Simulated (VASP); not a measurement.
# BN (P-1) in VASP: a series of runs

The runs below take BN through single point, with PBE.

Everything below comes from runs of VASP 6.6.1. Logs are shortened: lines on timing, memory, paths and dates and some standing lists are left out, and cuts for length are marked.

**1. The cell of the first run**

The typed cell holds 8 atoms: a = 2.512 Å, b = 2.512 Å, c = 16.850 Å, α = 88.22°, β = 88.58°, γ = 60.00°.

**2. Single point, PBE (the part above a cut slid along it)**

INCAR reads:

```
SYSTEM = BN
PREC = Accurate ; ENCUT = 600
EDIFF = 1E-6 ; ISMEAR = 0
SIGMA = 0.05 ; LREAL = .False.
LASPH = .True. ; NELM = 120
ALGO = Normal ; ISIF = 2
LWAVE = .False. ; LCHARG = .True.
GGA = PE ; LELF = .True.
LVHAR = .True. ; NBANDS = 26
GGA_COMPAT = .False.
```

KPOINTS reads:

```
regular mesh
0
Gamma
  10 10 2
  0 0 0
```

POSCAR reads:

```
BN
1.0
   -2.5116193520      0.0000000000      0.0000000000
   -1.2558096760     -2.1751261634      0.0000000000
   -0.4186032253     -0.3625210272     16.8407423124
B N
4 4
Direct
    0.2604166667      0.1875000000      0.8750000000
    0.3020833333      0.2708333333      0.3750000000
    0.6562500000      0.6458333333      0.1250000000
    0.6145833333      0.5625000000      0.6250000000
    0.3229166667      0.3125000000      0.1250000000
    0.2812500000      0.2291666667      0.6250000000
    0.5937500000      0.5208333333      0.8750000000
    0.6354166667      0.6041666667      0.3750000000
```

Potentials or basis: VASP PAW PBE potentials, release 64 (B, N).

Run with:

```console
$ cat potpaw_PBE.64/B/POTCAR potpaw_PBE.64/N/POTCAR > POTCAR
$ mpirun -np 1 vasp_std > vasp.out
```

OUTCAR:

```text
SYSTEM = BN
   PREC = Accurate
   ENCUT = 600
   EDIFF = 1E-6
   ISMEAR = 0
   LREAL = .False.
   LASPH = .True.
   NELM = 120
   ISIF = 2
   GGA = PE

 ion  position               nearest neighbor table
   1  0.260  0.188  0.875-   7 1.45   7 1.45   7 1.45
   2  0.302  0.271  0.375-   8 1.45   8 1.45   8 1.45
   3  0.656  0.646  0.125-   5 1.45   5 1.45   5 1.45
   4  0.615  0.562  0.625-   6 1.45   6 1.45   6 1.45
   5  0.323  0.312  0.125-   3 1.45   3 1.45   3 1.45
   6  0.281  0.229  0.625-   4 1.45   4 1.45   4 1.45
   7  0.594  0.521  0.875-   1 1.45   1 1.45   1 1.45
   8  0.635  0.604  0.375-   2 1.45   2 1.45   2 1.45

  LATTYP: Found a triclinic cell.
 ALAT       =     2.5116193519
 B/A-ratio  =     1.0000000000
 C/A-ratio  =     6.7087571423
 COS(alpha) =     0.0062107877
 COS(beta)  =     0.0310539387
 COS(gamma) =     0.5000000000

  Lattice vectors:

 A1 = (  -1.2558096760,  -2.1751261634,   0.0000000000)
 A2 = (   1.2558096760,  -2.1751261634,   0.0000000000)
 A3 = (  -0.4186032253,  -0.3625210272,  16.8407423124)

Analysis of symmetry for initial positions (statically):
=====================================================================
 Subroutine PRICEL returns:
 Original cell was already a primitive cell.

 Routine SETGRP: Setting up the symmetry group for a
 triclinic supercell.

 Subroutine GETGRP returns: Found  2 space group operations
 (whereof  1 operations were pure point group operations)
 out of a pool of  2 trial point group operations.

The static configuration has the point symmetry C_1 .
 The point group associated with its full space group is S_2 .

Analysis of symmetry for dynamics (positions and initial velocities):
=====================================================================
 Subroutine PRICEL returns:
 Original cell was already a primitive cell.

 Routine SETGRP: Setting up the symmetry group for a
 triclinic supercell.

 Subroutine GETGRP returns: Found  2 space group operations
 (whereof  1 operations were pure point group operations)
 out of a pool of  2 trial point group operations.

The dynamic configuration has the point symmetry C_1 .
 The point group associated with its full space group is S_2 .

 Subroutine INISYM returns: Found  2 space group operations
 (whereof  1 operations are pure point group operations),
 and found     1 'primitive' translations

----------------------------------------------------------------------------------------

                                     Primitive cell

  volume of cell :      92.0025

  direct lattice vectors                    reciprocal lattice vectors
    -2.511619352  0.000000000  0.000000000    -0.398149504  0.229871723 -0.004948317
    -1.255809676 -2.175126163  0.000000000     0.000000000 -0.459743447 -0.009896634
    -0.418603225 -0.362521027 16.840742312     0.000000000  0.000000000  0.059379805

  length of vectors
     2.511619352  2.511619352 16.849844266     0.459770076  0.459849954  0.059379805

  position of ions in fractional coordinates (direct lattice)
     0.260416667  0.187500000  0.875000000
     0.302083333  0.270833333  0.375000000
     0.656250000  0.645833333  0.125000000
     0.614583333  0.562500000  0.625000000
     0.322916667  0.312500000  0.125000000
     0.281250000  0.229166667  0.625000000
     0.593750000  0.520833333  0.875000000
     0.635416667  0.604166667  0.375000000

  ion indices of the primitive-cell ions
   primitive index   ion index
                 1           1
                 2           2
                 3           3
                 4           4
                 5           5
                 6           6
                 7           7
                 8           8

----------------------------------------------------------------------------------------

 KPOINTS: regular mesh

Automatic generation of k-mesh.
 Grid dimensions read from file:
 generate k-points for:   10   10    2

 Generating k-lattice:

  Cartesian coordinates                     Fractional coordinates (reciprocal lattice)
    -0.039814950  0.022987172 -0.000494832     0.100000000  0.000000000  0.000000000
     0.000000000 -0.045974345 -0.000989663     0.000000000  0.100000000 -0.000000000
     0.000000000  0.000000000  0.029689903     0.000000000  0.000000000  0.500000000

  Length of vectors
     0.045977008  0.045984995  0.029689903

  Shift w.r.t. Gamma in fractional coordinates (k-lattice)
     0.000000000  0.000000000  0.000000000

 Subroutine IBZKPT returns following result:
 ===========================================

 Found    104 irreducible k-points:

 Following reciprocal coordinates:
            Coordinates               Weight
  0.000000  0.000000  0.000000      1.000000
  0.100000  0.000000 -0.000000      2.000000
  0.200000  0.000000 -0.000000      2.000000
  0.300000  0.000000 -0.000000      2.000000
  0.400000  0.000000  0.000000      2.000000
  0.500000  0.000000  0.000000      1.000000
[... 16 lines left out ...]
 -0.400000  0.200000 -0.000000      2.000000
 -0.300000  0.200000  0.000000      2.000000
 [... further k-points ...]
   k-points           NKPTS =    104   k-points in BZ     NKDIM =    104   number of bands    NBANDS=     26
   number of dos      NEDOS =    301   number of ions     NIONS =      8
   total plane-waves  NPLWV =  56000
   dimension x,y,z NGX =    20 NGY =   20 NGZ =  140
   dimension x,y,z NGXF=    40 NGYF=   40 NGZF=  280
   ions per type =               4   4
   NGX,Y,Z   is equivalent  to a cutoff of  13.24, 13.24, 13.81 a.u.
   NGXF,Y,Z  is equivalent  to a cutoff of  26.48, 26.48, 27.63 a.u.
 SYSTEM =  BN
   PREC   = accura    normal or accurate (medium, high low for compatibility)
   ISTART =      0    job   : 0-new  1-cont  2-samecut
   ICHARG =      2    charge: 1-file 2-atom 10-const
   ISPIN  =      1    spin polarized calculation?
   LNONCOLLINEAR =      F non collinear calculations
   LSORBIT =      F    spin-orbit coupling
   LASPH  =      T    aspherical Exc in radial PAW
   ENCUT  =  600.0 eV  44.10 Ry    6.64 a.u.   5.02  5.02 33.65*2*pi/ulx,y,z
   NELM   =    120;   NELMIN=  2; NELMDL= -5     # of ELM steps
   EDIFF  = 0.1E-05   stopping-criterion for ELM
   LREAL  =      F    real-space projection
   EDIFFG = 0.1E-04   stopping-criterion for IOM
   NSW    =      0    number of steps for IOM
   IBRION =     -1    ionic relax: 0-MD 1-quasi-New 2-CG
   NFREE  =      0    steps in history (QN), initial steepest desc. (CG)
   ISIF   =      2    stress and relaxation
   ISYM   =      2    0-nonsym 1-usesym 2-fastsym
   POTIM  = 0.5000    time-step for ionic-motion
   TEBEG  =    0.0;   TEEND  =   0.0 temperature during run
   PSTRESS=    0.0 pullay stress
   NELECT =      32.0000    total number of electrons
   NUPDOWN=      -1.0000    fix difference up-down
   EMIN   =  10.00;   EMAX   =-10.00  energy-range for DOS
   EFERMI =   0.00;   METHOD = LEGACY
   ISMEAR =     0;   SIGMA  =   0.05  broadening in eV -4-tet -1-fermi 0-gaus
   EFERMI_NEDOS =   21; number of points for ismear=-14 and -15
   IALGO  =     38    algorithm
   IMIX   =      4    mixing-type and parameters
     AMIX     =   0.40;   BMIX     =  1.00
     AMIX_MAG =   1.60;   BMIX_MAG =  1.00
  volume/ion in A,a.u.               =      11.50        77.61
  Fermi-wavevector in a.u.,A,eV,Ry     =   1.151308  2.175657 18.034671  1.325511
  Thomas-Fermi vector in A             =   2.287967
   LORBIT       =      0    0 simple, 1 ext, 2 COOP (PROOUT), +10 PAW based schemes
   GGA     = PE    functional components
   LHFCALC =     F    Hartree Fock is set to
   AEXX    =    0.0000 exact exchange contribution
   IVDW    =     0    specifies the selected vdW correction
   LEPSILON=     F    determine dielectric tensor
   LRPA    =     F    only Hartree local field effects (RPA)
 non-spin polarized calculation
 Gauss-broadening in eV      SIGMA  =   0.05
  energy-cutoff  :      600.00
  volume of cell :       92.00
 maximum number of plane-waves:      3114
   NGX =  9   NGY =  9   NGZ = 67

 number of electron      31.9999997 magnetization

 Free energy of the ion-electron system (eV)
  ---------------------------------------------------
  ext. energy  EPLUGINS =         0.00000000
  ---------------------------------------------------
  free energy    TOTEN  =       -70.42714359 eV

  energy without entropy =      -70.42714359  energy(sigma->0) =      -70.42714359

 E-fermi :   0.7255     XC(G=0):  -8.5253

 val. band max:        0.4323870455   @ k =  -0.3000   0.3000  -0.0000
 cond. band min:       4.9251475100   @ k =   0.0000   0.0000   0.0000
 fundamental gap:      4.4927604645
 Fermi energy:         0.7255388654

 k-point     1 :       0.0000    0.0000    0.0000
  band No.  band energies     occupation
      1     -17.0872      2.00000
      2     -17.0687      2.00000
      3     -17.0687      2.00000
      4     -17.0501      2.00000
      5      -4.9311      2.00000
      6      -4.6620      2.00000
[... 18 lines left out ...]
     25      12.0679      0.00000
     26      12.0686      0.00000

 k-point     2 :       0.1000    0.0000   -0.0000
  band No.  band energies     occupation
      1     -16.8960      2.00000
      2     -16.8782      2.00000
      3     -16.8778      2.00000
      4     -16.8599      2.00000
      5      -4.6703      2.00000
      6      -4.4095      2.00000
[... 18 lines left out ...]
     25      12.1283      0.00000
     26      12.2079      0.00000

 k-point     3 :       0.2000    0.0000   -0.0000
  band No.  band energies     occupation
      1     -16.3382      2.00000
      2     -16.3223      2.00000
      3     -16.3214      2.00000
      4     -16.3053      2.00000
      5      -3.9048      2.00000
      6      -3.6688      2.00000
[... 18 lines left out ...]
     25      11.6613      0.00000
     26      11.7549      0.00000

 k-point     4 :       0.3000    0.0000   -0.0000
  band No.  band energies     occupation
      1     -15.4793      2.00000
      2     -15.4662      2.00000
      3     -15.4651      2.00000
      4     -15.4519      2.00000
      5      -5.6275      2.00000
      6      -5.6248      2.00000
[... 18 lines left out ...]
     25      11.4044      0.00000
     26      11.4776      0.00000

 k-point     5 :       0.4000    0.0000    0.0000
  band No.  band energies     occupation
      1     -14.5181      2.00000
      2     -14.5094      2.00000
      3     -14.5083      2.00000
      4     -14.4996      2.00000
      5      -7.4934      2.00000
      6      -7.4892      2.00000
[... 18 lines left out ...]
     25      11.4964      0.00000
     26      11.9340      0.00000

 k-point     6 :       0.5000    0.0000    0.0000
  band No.  band energies     occupation
      1     -14.0145      2.00000
      2     -14.0106      2.00000
      3     -14.0098      2.00000
      4     -14.0060      2.00000
      5      -8.3121      2.00000
      6      -8.3074      2.00000
[... 427 lines left out ...]
 k-point    21 :       0.4000    0.2000    0.0000
  band No.  band energies     occupation
      1     -15.0023      2.00000
      2     -14.9918      2.00000
      3     -14.9891      2.00000
      4     -14.9785      2.00000
      5      -5.9389      2.00000
      6      -5.9362      2.00000
[... 18 lines left out ...]
     25      13.3175      0.00000
     26      13.4928      0.00000

 k-point    22 :       0.5000    0.2000    0.0000
  band No.  band energies     occupation
      1     -14.1261      2.00000
      2     -14.1195      2.00000
      3     -14.1174      2.00000
      4     -14.1108      2.00000
      5      -7.2334      2.00000
      6      -7.2290      2.00000
[... 18 lines left out ...]
     25      13.2852      0.00000
     26      13.5855      0.00000

 k-point    23 :      -0.4000    0.2000   -0.0000
  band No.  band energies     occupation
      1     -13.6851      2.00000
      2     -13.6821      2.00000
      3     -13.6812      2.00000
      4     -13.6782      2.00000
      5      -7.8575      2.00000
      6      -7.8520      2.00000
[... 18 lines left out ...]
     25      13.0821      0.00000
     26      13.1257      0.00000

 k-point    24 :      -0.3000    0.2000    0.0000
  band No.  band energies     occupation
      1     -14.1263      2.00000
      2     -14.1187      2.00000
      3     -14.1182      2.00000
      4     -14.1106      2.00000
      5      -7.2334      2.00000
      6      -7.2289      2.00000
[... 18 lines left out ...]
     25      13.2182      0.00000
     26      13.6148      0.00000

 [... further k-points ...]

------------------------ aborting loop because EDIFF is reached ----------------------------------------

  FORCE on cell =-STRESS in cart. coord.  units (eV):
  Direction    XX          YY          ZZ          XY          YZ          ZX
  --------------------------------------------------------------------------------------
  -------------------------------------------------------------------------------------
  Total        0.0858698      0.0829142     -0.0990406      0.0012728      0.0039332      0.0066490
  in kB        1.4953796      1.4439088     -1.7247421      0.0221653      0.0684951      0.1157898
  external PRESSURE =       0.4048488 kB  Pullay stress =       0.0000000 kB

 VOLUME and BASIS-vectors are now :
 -----------------------------------------------------------------------------
  energy-cutoff  :      600.00
  volume of cell :       92.00
      direct lattice vectors                 reciprocal lattice vectors
    -2.511619352  0.000000000  0.000000000    -0.398149504  0.229871723 -0.004948317
    -1.255809676 -2.175126163  0.000000000     0.000000000 -0.459743447 -0.009896634
    -0.418603225 -0.362521027 16.840742312     0.000000000  0.000000000  0.059379805

 POSITION                                       TOTAL-FORCE (eV/Angst)
 -----------------------------------------------------------------------------------
     -1.25581     -0.72504     14.73565        -0.000048     -0.000283     -0.001205
     -1.25581     -0.72504      6.31528        -0.000008     -0.000001      0.000000
     -2.51162     -1.45008      2.10509         0.000048      0.000283      0.001205
     -2.51162     -1.45008     10.52546         0.000008      0.000001     -0.000000
     -1.25581     -0.72504      2.10509         0.001560      0.000682      0.000384
     -1.25581     -0.72504     10.52546         0.000028      0.000038     -0.000017
     -2.51162     -1.45008     14.73565        -0.001560     -0.000682     -0.000384
     -2.51162     -1.45008      6.31528        -0.000028     -0.000038      0.000017
 -----------------------------------------------------------------------------------
    total drift:                               -0.000003     -0.000001     -0.000001

  FREE ENERGIE OF THE ION-ELECTRON SYSTEM (eV)
  ---------------------------------------------------
  free  energy   TOTEN  =       -70.4271435852 eV

  energy  without entropy=      -70.4271435852  energy(sigma->0) =      -70.42714359
```

Run time: 6.2 min. Hardware: 1 thread of Oxide Virtual Turin-like, shared host; peak memory 0.34 GiB.

Results:

| Item | Value |
| --- | --- |
| Free energy | -70.4271 eV |
| Pressure | 0.0 GPa |
| Band gap on the k mesh | 4.49 eV (least direct gap 4.86 eV) |

Caveat: the cell differs from its parent crystal (the part above a cut slid along it). A k mesh can miss the band edges.

**3. Single point, PBE (the part above a cut slid along it)**

INCAR reads:

```
SYSTEM = BN
ALGO = Normal ; EDIFF = 1E-6
ENCUT = 600 ; GGA = PE
GGA_COMPAT = .FALSE. ; ISIF = 2
ISMEAR = 0 ; LASPH = .TRUE.
LCHARG = .FALSE. ; LREAL = .FALSE.
LWAVE = .FALSE. ; NBANDS = 26
NELM = 120 ; PREC = Accurate
SIGMA = 0.05
```

KPOINTS reads:

```
k-points
0
G
  10 10 2
  0 0 0
```

POSCAR reads:

```
BN
1.0
   -2.5116193520      0.0000000000      0.0000000000
   -1.2558096760     -2.1751261634      0.0000000000
   -1.6744129013     -1.8126051362     16.8407423124
B N
4 4
Direct
    0.1145833333     -0.3958333333      0.8750000000
    0.2395833333      0.0208333333      0.3750000000
    0.6354166667      0.5625000000      0.1250000000
    0.5104166667      0.1458333333      0.6250000000
    0.3020833333      0.2291666667      0.1250000000
    0.1770833333     -0.1875000000      0.6250000000
    0.4479166667     -0.0625000000      0.8750000000
    0.5729166667      0.3541666667      0.3750000000
```

Potentials or basis: VASP PAW PBE potentials, release 64 (B, N).

Run with:

```console
$ cat potpaw_PBE.64/B/POTCAR potpaw_PBE.64/N/POTCAR > POTCAR
$ mpirun -np 1 vasp_std > vasp.out
```

It took 4.8 min on 1 thread of Oxide Virtual Turin-like, shared host; peak memory 0.34 GiB.

The run converged. Its results:

```yaml
Free_energy: -70.4273 eV
Pressure: 0.0 GPa
Band_gap_on_the_k_mesh: 4.50 eV (least direct gap 4.85 eV)
```

Stress tensor (GPa, compression positive):
```
 0.14  0.00  0.00
 0.00  0.15 -0.01
 0.00 -0.01 -0.18
```

Levels at points of the mesh, in eV from the valence-band top:
| k point | band 12 | band 13 | band 14 | band 15 | band 16 | band 17 | band 18 | band 19 | band 20 | band 21 |
| --- | --- | --- | --- | --- | --- | --- | --- | --- | --- | --- |
| (0.00, 0.00, 0.00) | -1.23 | -1.23 | -1.23 | -1.23 | -1.23 | 4.50 | 5.75 | 5.75 | 7.80 | 10.09 |
| (0.50, 0.00, 0.00) | -4.00 | -0.90 | -0.79 | -0.78 | -0.66 | 4.65 | 4.86 | 4.93 | 5.17 | 9.57 |
| (0.00, 0.50, 0.00) | -4.00 | -0.86 | -0.84 | -0.73 | -0.70 | 4.74 | 4.83 | 4.97 | 5.07 | 9.64 |
| (0.50, 0.50, 0.00) | -4.00 | -0.86 | -0.85 | -0.71 | -0.70 | 4.75 | 4.79 | 5.00 | 5.05 | 9.64 |
| (0.00, 0.00, 0.50) | -1.23 | -1.23 | -1.23 | -1.23 | -1.23 | 4.83 | 4.84 | 6.99 | 6.99 | 10.78 |
| (0.50, 0.00, 0.50) | -4.00 | -0.87 | -0.86 | -0.70 | -0.69 | 4.68 | 4.77 | 5.04 | 5.12 | 9.63 |
| (0.00, 0.50, 0.50) | -4.00 | -0.88 | -0.80 | -0.77 | -0.68 | 4.74 | 4.83 | 4.95 | 5.08 | 9.56 |
| (0.50, 0.50, 0.50) | -4.00 | -0.89 | -0.79 | -0.77 | -0.68 | 4.73 | 4.86 | 4.92 | 5.10 | 9.55 |

Caveat: the cell differs from its parent crystal (the part above a cut slid along it). A k mesh can miss the band edges.
